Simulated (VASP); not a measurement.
# Sn (Fd-3m) in VASP: notebook

Sn is run at these levels: LDA, PBEsol; tasks: single point.

Program: VASP 6.6.1. These are calculated values, not measurements. Logs are shortened: lines on timing, memory, paths and dates and some standing lists are left out, and cuts for length are marked.

**1. The cell of the first run**

Symmetry: Fd-3m, No. 227, cubic system. The conventional cell has a = 6.594 Å, b = 6.594 Å, c = 6.594 Å, α = 90.00°, β = 90.00°, γ = 90.00°. Within 3.8 Å of Sn (site symmetry -43m) lie 4 Sn at 2.86 Å.

**2. Single point, LDA**

Contents of INCAR:

```
PREC     = Accurate       # precision mode
ENCUT    = 520            # plane-wave cutoff, eV
EDIFF    = 1E-6           # SCF threshold, eV
ISMEAR   = -1             # smearing method
SIGMA    = 0.05           # smearing width, eV
LREAL    = F              # projectors in reciprocal space
LASPH    = T              # aspherical terms in the spheres
NELM     = 80             # most SCF steps
ALGO     = Normal         # electronic algorithm
ISIF     = 2              # what is computed and relaxed
LWAVE    = F              # write WAVECAR
LCHARG   = F              # write CHGCAR
NBANDS   = 21             # bands
```

Contents of KPOINTS:

```
regular mesh
0
Gamma
  7 7 7
```

Contents of POSCAR:

```
Sn
1.0
    0.0000000000      3.2967577782      3.2967577782
    3.2967577782      0.0000000000      3.2967577782
    3.2967577782      3.2967577782      0.0000000000
Sn
2
Direct
    0.7500000000      0.7500000000      0.7500000000
    0.5000000000      0.5000000000      0.5000000000
```

Potentials or basis: VASP PAW LDA potentials, release 64 (Sn_d).

The run is started by

```
$ cat potpaw_LDA.64/Sn_d/POTCAR > POTCAR
$ mpirun -np 1 vasp_std > vasp.out
```

OUTCAR:

```text
PREC = Accurate
   ENCUT = 520
   EDIFF = 1E-6
   ISMEAR = -1
   LREAL = F
   LASPH = T
   NELM = 80
   ISIF = 2

 ion  position               nearest neighbor table
   1  0.750  0.750  0.750-   2 2.86   2 2.86   2 2.86   2 2.86
   2  0.500  0.500  0.500-   1 2.86   1 2.86   1 2.86   1 2.86

  LATTYP: Found a face centered cubic cell.
 ALAT       =     6.5935155564

  Lattice vectors:

 A1 = (   0.0000000000,   3.2967577782,   3.2967577782)
 A2 = (   3.2967577782,   0.0000000000,   3.2967577782)
 A3 = (   3.2967577782,   3.2967577782,   0.0000000000)

Analysis of symmetry for initial positions (statically):
=====================================================================
 Subroutine PRICEL returns:
 Original cell was already a primitive cell.

 Routine SETGRP: Setting up the symmetry group for a
 face centered cubic supercell.

 Subroutine GETGRP returns: Found 48 space group operations
 (whereof 24 operations were pure point group operations)
 out of a pool of 48 trial point group operations.

The static configuration has the point symmetry T_d .
 The point group associated with its full space group is O_h .

Analysis of symmetry for dynamics (positions and initial velocities):
=====================================================================
 Subroutine PRICEL returns:
 Original cell was already a primitive cell.

 Routine SETGRP: Setting up the symmetry group for a
 face centered cubic supercell.

 Subroutine GETGRP returns: Found 48 space group operations
 (whereof 24 operations were pure point group operations)
 out of a pool of 48 trial point group operations.

The dynamic configuration has the point symmetry T_d .
 The point group associated with its full space group is O_h .

 Subroutine INISYM returns: Found 48 space group operations
 (whereof 24 operations are pure point group operations),
 and found     1 'primitive' translations

----------------------------------------------------------------------------------------

                                     Primitive cell

  volume of cell :      71.6624

  direct lattice vectors                    reciprocal lattice vectors
     0.000000000  3.296757778  3.296757778    -0.151664160  0.151664160  0.151664160
     3.296757778  0.000000000  3.296757778     0.151664160 -0.151664160  0.151664160
     3.296757778  3.296757778  0.000000000     0.151664160  0.151664160 -0.151664160

  length of vectors
     4.662319562  4.662319562  4.662319562     0.262690031  0.262690031  0.262690031

  position of ions in fractional coordinates (direct lattice)
     0.750000000  0.750000000  0.750000000
     0.500000000  0.500000000  0.500000000

  ion indices of the primitive-cell ions
   primitive index   ion index
                 1           1
                 2           2

----------------------------------------------------------------------------------------

 KPOINTS: regular mesh

Automatic generation of k-mesh.
 Grid dimensions read from file:
 generate k-points for:    7    7    7

 Generating k-lattice:

  Cartesian coordinates                     Fractional coordinates (reciprocal lattice)
    -0.021666309  0.021666309  0.021666309     0.142857143  0.000000000  0.000000000
     0.021666309 -0.021666309  0.021666309     0.000000000  0.142857143  0.000000000
     0.021666309  0.021666309 -0.021666309     0.000000000  0.000000000  0.142857143

  Length of vectors
     0.037527147  0.037527147  0.037527147

  Shift w.r.t. Gamma in fractional coordinates (k-lattice)
     0.000000000  0.000000000  0.000000000

 Subroutine IBZKPT returns following result:
 ===========================================

 Found     20 irreducible k-points:

 Following reciprocal coordinates:
            Coordinates               Weight
  0.000000  0.000000  0.000000      1.000000
  0.142857  0.000000  0.000000      8.000000
  0.285714  0.000000  0.000000      8.000000
  0.428571  0.000000  0.000000      8.000000
  0.142857  0.142857  0.000000      6.000000
  0.285714  0.142857  0.000000     24.000000
[... 12 lines left out ...]
 -0.428571  0.428571  0.142857     24.000000
 -0.285714  0.428571  0.142857     24.000000
   k-points           NKPTS =     20   k-points in BZ     NKDIM =     20   number of bands    NBANDS=     21
   number of dos      NEDOS =    301   number of ions     NIONS =      2
   total plane-waves  NPLWV =  46656
   dimension x,y,z NGX =    36 NGY =   36 NGZ =   36
   dimension x,y,z NGXF=    72 NGYF=   72 NGZF=   72
   ions per type =               2
   NGX,Y,Z   is equivalent  to a cutoff of  12.84, 12.84, 12.84 a.u.
   NGXF,Y,Z  is equivalent  to a cutoff of  25.67, 25.67, 25.67 a.u.
 SYSTEM =  unknown system
   PREC   = accura    normal or accurate (medium, high low for compatibility)
   ISTART =      0    job   : 0-new  1-cont  2-samecut
   ICHARG =      2    charge: 1-file 2-atom 10-const
   ISPIN  =      1    spin polarized calculation?
   LNONCOLLINEAR =      F non collinear calculations
   LSORBIT =      F    spin-orbit coupling
   LASPH  =      T    aspherical Exc in radial PAW
   ENCUT  =  520.0 eV  38.22 Ry    6.18 a.u.   8.67  8.67  8.67*2*pi/ulx,y,z
   NELM   =     80;   NELMIN=  2; NELMDL= -5     # of ELM steps
   EDIFF  = 0.1E-05   stopping-criterion for ELM
   LREAL  =      F    real-space projection
   EDIFFG = 0.1E-04   stopping-criterion for IOM
   NSW    =      0    number of steps for IOM
   IBRION =     -1    ionic relax: 0-MD 1-quasi-New 2-CG
   NFREE  =      0    steps in history (QN), initial steepest desc. (CG)
   ISIF   =      2    stress and relaxation
   ISYM   =      2    0-nonsym 1-usesym 2-fastsym
   POTIM  = 0.5000    time-step for ionic-motion
   TEBEG  =    0.0;   TEEND  =   0.0 temperature during run
   PSTRESS=    0.0 pullay stress
   NELECT =      28.0000    total number of electrons
   NUPDOWN=      -1.0000    fix difference up-down
   EMIN   =  10.00;   EMAX   =-10.00  energy-range for DOS
   EFERMI =   0.00;   METHOD = LEGACY
   ISMEAR =    -1;   SIGMA  =   0.05  broadening in eV -4-tet -1-fermi 0-gaus
   EFERMI_NEDOS =   21; number of points for ismear=-14 and -15
   IALGO  =     38    algorithm
   IMIX   =      4    mixing-type and parameters
     AMIX     =   0.40;   BMIX     =  1.00
     AMIX_MAG =   1.60;   BMIX_MAG =  1.00
  volume/ion in A,a.u.               =      35.83       241.80
  Fermi-wavevector in a.u.,A,eV,Ry     =   1.196824  2.261670 19.488834  1.432389
  Thomas-Fermi vector in A             =   2.332755
   LORBIT       =      0    0 simple, 1 ext, 2 COOP (PROOUT), +10 PAW based schemes
   GGA     = CA    functional components
   LHFCALC =     F    Hartree Fock is set to
   AEXX    =    0.0000 exact exchange contribution
   IVDW    =     0    specifies the selected vdW correction
   LEPSILON=     F    determine dielectric tensor
   LRPA    =     F    only Hartree local field effects (RPA)
 non-spin polarized calculation
  energy-cutoff  :      520.00
  volume of cell :       71.66
 maximum number of plane-waves:      1948
   NGX = 17   NGY = 17   NGZ = 17

 number of electron      27.9999989 magnetization

 Free energy of the ion-electron system (eV)
  ---------------------------------------------------
  ext. energy  EPLUGINS =         0.00000000
  ---------------------------------------------------
  free energy    TOTEN  =        -8.90020474 eV

  energy without entropy =       -8.89615523  energy(sigma->0) =       -8.89817999

 E-fermi :   4.7272     XC(G=0):  -8.9894

 val. band max:        4.7173091014   @ k =   0.4286   0.0000   0.0000
 cond. band min:       4.9604474445   @ k =   0.2857   0.0000   0.0000
 fundamental gap:      0.2431383431
 Fermi energy:         4.7272470424

 k-point     1 :       0.0000    0.0000    0.0000
  band No.  band energies     occupation
      1     -16.6486      2.00000
      2     -16.6486      2.00000
      3     -16.6486      2.00000
      4     -16.5936      2.00000
      5     -16.5936      2.00000
      6     -16.3188      2.00000
[... 13 lines left out ...]
     20      12.7967      0.00000
     21      12.7968      0.00000

 k-point     2 :       0.1429    0.0000    0.0000
  band No.  band energies     occupation
      1     -16.6601      2.00000
      2     -16.6601      2.00000
      3     -16.6442      2.00000
      4     -16.5772      2.00000
      5     -16.5772      2.00000
      6     -16.3430      2.00000
[... 13 lines left out ...]
     20      11.8495      0.00000
     21      11.8495      0.00000

 k-point     3 :       0.2857    0.0000    0.0000
  band No.  band energies     occupation
      1     -16.6740      2.00000
      2     -16.6740      2.00000
      3     -16.6339      2.00000
      4     -16.5536      2.00000
      5     -16.5536      2.00000
      6     -16.3639      2.00000
[... 13 lines left out ...]
     20      11.8434      0.00000
     21      11.8434      0.00000

 k-point     4 :       0.4286    0.0000    0.0000
  band No.  band energies     occupation
      1     -16.6802      2.00000
      2     -16.6802      2.00000
      3     -16.6252      2.00000
      4     -16.5412      2.00000
      5     -16.5412      2.00000
      6     -16.3733      2.00000
[... 13 lines left out ...]
     20      13.0148      0.00000
     21      13.0148      0.00000

 k-point     5 :       0.1429    0.1429    0.0000
  band No.  band energies     occupation
      1     -16.6585      2.00000
      2     -16.6585      2.00000
      3     -16.6552      2.00000
      4     -16.5794      2.00000
      5     -16.5593      2.00000
      6     -16.3754      2.00000
[... 13 lines left out ...]
     20      10.8884      0.00000
     21      13.0192      0.00000
[... 286 lines left out ...]
     20      12.8942      0.00000
     21      13.5903      0.00000

 k-point    18 :      -0.4286    0.2857    0.1429
  band No.  band energies     occupation
      1     -16.7073      2.00000
      2     -16.6945      2.00000
      3     -16.5804      2.00000
      4     -16.5147      2.00000
      5     -16.4873      2.00000
      6     -16.4451      2.00000
[... 13 lines left out ...]
     20      13.0598      0.00000
     21      13.8075      0.00000

 k-point    19 :      -0.4286    0.4286    0.1429
  band No.  band energies     occupation
      1     -16.7037      2.00000
      2     -16.7015      2.00000
      3     -16.5730      2.00000
      4     -16.5105      2.00000
      5     -16.4852      2.00000
      6     -16.4353      2.00000
[... 13 lines left out ...]
     20      13.5247      0.00000
     21      14.8250      0.00000

 k-point    20 :      -0.2857    0.4286    0.1429
  band No.  band energies     occupation
      1     -16.7135      2.00000
      2     -16.7023      2.00000
      3     -16.5517      2.00000
      4     -16.4916      2.00000
      5     -16.4758      2.00000
      6     -16.4476      2.00000
[... 13 lines left out ...]
     20      13.3950      0.00000
     21      14.9433      0.00000

------------------------ aborting loop because EDIFF is reached ----------------------------------------

  FORCE on cell =-STRESS in cart. coord.  units (eV):
  Direction    XX          YY          ZZ          XY          YZ          ZX
  --------------------------------------------------------------------------------------
  -------------------------------------------------------------------------------------
  Total       -0.9464318     -0.9464318     -0.9464318     -0.0000000      0.0000000     -0.0000000
  in kB      -21.1596654    -21.1596654    -21.1596654     -0.0000000      0.0000000     -0.0000000
  external PRESSURE =     -21.1596654 kB  Pullay stress =       0.0000000 kB

 VOLUME and BASIS-vectors are now :
 -----------------------------------------------------------------------------
  energy-cutoff  :      520.00
  volume of cell :       71.66
      direct lattice vectors                 reciprocal lattice vectors
     0.000000000  3.296757778  3.296757778    -0.151664160  0.151664160  0.151664160
     3.296757778  0.000000000  3.296757778     0.151664160 -0.151664160  0.151664160
     3.296757778  3.296757778  0.000000000     0.151664160  0.151664160 -0.151664160

 POSITION                                       TOTAL-FORCE (eV/Angst)
 -----------------------------------------------------------------------------------
      4.94514      4.94514      4.94514         0.000000     -0.000000     -0.000000
      3.29676      3.29676      3.29676         0.000000      0.000000      0.000000
 -----------------------------------------------------------------------------------
    total drift:                                0.000000      0.000000      0.000000

  FREE ENERGIE OF THE ION-ELECTRON SYSTEM (eV)
  ---------------------------------------------------
  free  energy   TOTEN  =        -8.9002047423 eV

  energy  without entropy=       -8.8961552332  energy(sigma->0) =       -8.89817999
```

Run time: 60 s. Hardware: 1 thread of AMD EPYC 7R13, shared host; peak memory 0.14 GiB.

Results:

| Quantity | Value |
| --- | --- |
| Free energy | -8.9002 eV |
| Pressure | -2.1 GPa |
| Band gap on the k mesh | zero (band 14 reaches 4.96 eV, above the bottom of band 15 at 4.72 eV) |

Caveat: spin-orbit coupling is left out, which moves the levels of the heavy elements.

**3. Single point, PBEsol, non-collinear spin, zero start, spin-orbit coupling**

This run uses another cell than the first one, of 33.80 Å³/atom, 0.943 times its volume.

Contents of INCAR:

```
SYSTEM = Sn
PREC = Accurate
ENCUT = 520
EDIFF = 1E-6
ISMEAR = -1
SIGMA = 0.05
LREAL = .FALSE.
LASPH = .TRUE.
NELM = 150
ALGO = Normal
ISIF = 2
LWAVE = .FALSE.
LCHARG = .FALSE.
LNONCOLLINEAR = .TRUE.
MAGMOM = 0 0 0 0 0 0
LORBIT = 11
LSORBIT = .TRUE.
GGA_COMPAT = .FALSE.
LORBMOM = .TRUE.
GGA = PS
NBANDS = 40
```

Contents of KPOINTS:

```
Automatic mesh
0
G
  7 7 7
  0 0 0
```

Contents of POSCAR:

```
Sn
1.0
    0.0000000000      3.2333428000      3.2333428000
    3.2333428000      0.0000000000      3.2333428000
    3.2333428000      3.2333428000      0.0000000000
Sn
2
Direct
    0.7500000000      0.7500000000      0.7500000000
    0.5000000000      0.5000000000      0.5000000000
```

Potentials or basis: VASP PAW PBE potentials, release 64 (Sn_d).

The run is started by

```
$ cat potpaw_PBE.64/Sn_d/POTCAR > POTCAR
$ mpirun -np 1 vasp_ncl > vasp.out
```

Run time: 4.2 min. Hardware: 1 thread of AMD EPYC 7R13, shared host; peak memory 0.37 GiB.

Results (log left out):

```
Free energy                                           : -8.5530 eV
Pressure                                              : 1.5 GPa
Net moment                                            : 0.00 μB per cell
Valence electrons inside the program's atomic spheres : Sn 12.36
```

Moments on the atoms (μB; x, y, z):
```
Sn  0.00 0.00 0.00
Sn  0.00 0.00 0.00
```

Caveat: the PAW data sets were made with another functional, which shifts forces and pressure a little.
